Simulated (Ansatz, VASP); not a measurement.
Mo: VASP beside Ansatz

```
Mo
1.0
     0.00000    1.96055    1.96055
     1.96055    0.00000    1.96055
     1.96055    1.96055    0.00000
Mo
1
Direct
  0.00000 0.00000 0.00000
```

Change from the starting cell: volume scaled by 0.9405.

Alike in both runs: task single point; functional PBE; k mesh 18 × 18 × 18; occupations fermi-dirac, width 0.05 eV; no spin polarisation.

|  | VASP | Ansatz |
| --- | --- | --- |
| version | VASP 6.6.1 | Ansatz 0.2.0 |
| potentials or method | VASP PAW PBE potentials, release 64 (Mo_sv), cutoff 520 eV | all-electron LAPW, scalar-relativistic |

```csv
,VASP,Ansatz,Ansatz less VASP
pressure (GPa),17.3,16.7,-0.58
```

Ansatz ran all-electron here, and VASP with PAW potentials.
